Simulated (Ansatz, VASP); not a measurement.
**One calculation of Fe3Pb, two programs**

The input INCAR:

```
  PREC = Accurate
  ENCUT = 520
  EDIFF = 1E-6
  ISMEAR = 0
  SIGMA = 0.1
  LREAL = F
  LASPH = T
  NELM = 80
  ALGO = Normal
  ISIF = 2
  LWAVE = F
  LCHARG = T
  GGA = PE
  LELF = T
  LVHAR = T
  NBANDS = 27
```

The input KPOINTS:

```
regular mesh
0
Gamma
  12 12 12
```

The input POSCAR:

```
Fe3Pb
1.0
    0.0000000000      3.0723652442      3.0723652442
    3.0723652442      0.0000000000      3.0723652442
    3.0723652442      3.0723652442      0.0000000000
Fe Pb
3 1
Direct
    0.2500000000      0.2500000000      0.2500000000
    0.7500000000      0.7500000000      0.7500000000
    0.5000000000      0.5000000000      0.5000000000
    0.0000000000      0.0000000000      0.0000000000
```

Input for Ansatz:

```yaml
crystal:
  lattice:
    - [0.0, 3.0723652442, 3.0723652442]
    - [3.0723652442, 0.0, 3.0723652442]
    - [3.0723652442, 3.0723652442, 0.0]
  atoms:
    - { symbol: Fe, position: [0.25, 0.25, 0.25] }
    - { symbol: Fe, position: [0.75, 0.75, 0.75] }
    - { symbol: Fe, position: [0.5, 0.5, 0.5] }
    - { symbol: Pb, position: [0.0, 0.0, 0.0] }
basis:
  ecutwfc: 420
kpoints:
  mp_grid: { grid: [12, 12, 12] }
hamiltonian:
  xc: pbe
scf:
  occupations: { method: gaussian, width: 0.1 }
  lower_state_search: "off"
output:
  forces: true
  stress: true
  eigenvalues: true
  write_density: true
  write_potential: true
  elf: true
  volumetric_format: npy
```

Alike in both runs: task single point; functional PBE; k mesh 12 × 12 × 12; occupations gaussian, width 0.1 eV; no spin polarisation.

|  | VASP | Ansatz |
| --- | --- | --- |
| version | VASP 6.6.1 | Ansatz 0.2.0 |
| potentials or method | VASP PAW PBE potentials, release 64 (Fe, Pb_d), cutoff 520 eV | scalar-relativistic, plane waves, PAW |
| valence electrons in the cell | 38 | 62 |

```csv
,VASP,Ansatz,Ansatz less VASP
gap on the k mesh at the Fermi level (eV),none,none,-
pressure (GPa),-10.6,-10.6,-0.03
```

A gap of «none» marks a metal or a gap that the smearing closes. VASP's potentials hold 38 valence electrons a cell and Ansatz's 62, so a difference there can come from the potentials and not from the codes.

Spin-orbit coupling is off throughout.
